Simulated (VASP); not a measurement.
Input of a VASP 6.6.1 run:

Contents of INCAR:

```
SYSTEM = SnO
  ALGO = Normal
  DIPOL = 0.5 0.5 0.501
  EDIFF = 1E-6
  ENCUT = 520
  GGA = PE
  IDIPOL = 3
  ISIF = 2
  ISMEAR = 0
  IVDW = 12
  LASPH = .TRUE.
  LCHARG = .TRUE.
  LDIPOL = .TRUE.
  LELF = .TRUE.
  LREAL = .FALSE.
  LVACPOTAV = .TRUE.
  LVHAR = .TRUE.
  LWAVE = .FALSE.
  NBANDS = 50
  NELM = 80
  PREC = Accurate
  SIGMA = 0.1
```

KPOINTS

```
k-points
0
G
  8 8 1
  0 0 0
```

The input POSCAR:

```
SnO
1.0
    3.8370963224      0.0000000000      0.0000000000
    0.0000000000      3.8370963224      0.0000000000
    0.0000000000      0.0000000000     24.0788299744
Sn O
4 4
Direct
    0.5000000000      0.0000000000      0.3530071855
    0.0000000000      0.5000000000      0.4492203895
    0.5000000000      0.0000000000      0.5517972173
    0.0000000000      0.5000000000      0.6488198981
    0.0000000000      0.0000000000      0.4011137875
    0.5000000000      0.5000000000      0.4011137875
    0.0000000000      0.0000000000      0.6002584389
    0.5000000000      0.5000000000      0.6002584389
```

Potentials or basis: VASP PAW PBE potentials, release 64 (Sn_d, O).

Command:

```sh
$ cat potpaw_PBE.64/Sn_d/POTCAR potpaw_PBE.64/O/POTCAR > POTCAR
$ mpirun -np 1 vasp_std > vasp.out
```

Problem. Estimate the band gap on the k mesh.

Solution. 1.08 eV (least direct gap 2.13 eV).

Problem. What does it give for the dispersion energy per atom?

Solution. -0.181 eV.

Problem. Predict the largest force.

Solution. 0.277 eV/Å.

Forces on the atoms (eV/Å):
```
Sn   0.000  0.000 -0.277
Sn   0.000  0.000  0.239
Sn   0.000  0.000 -0.085
Sn   0.000  0.000  0.086
O    0.000  0.000  0.022
O    0.000  0.000  0.022
O    0.000  0.000 -0.003
O    0.000  0.000 -0.003
```

Caveat: spin-orbit coupling is left out, which moves the levels of the heavy elements.
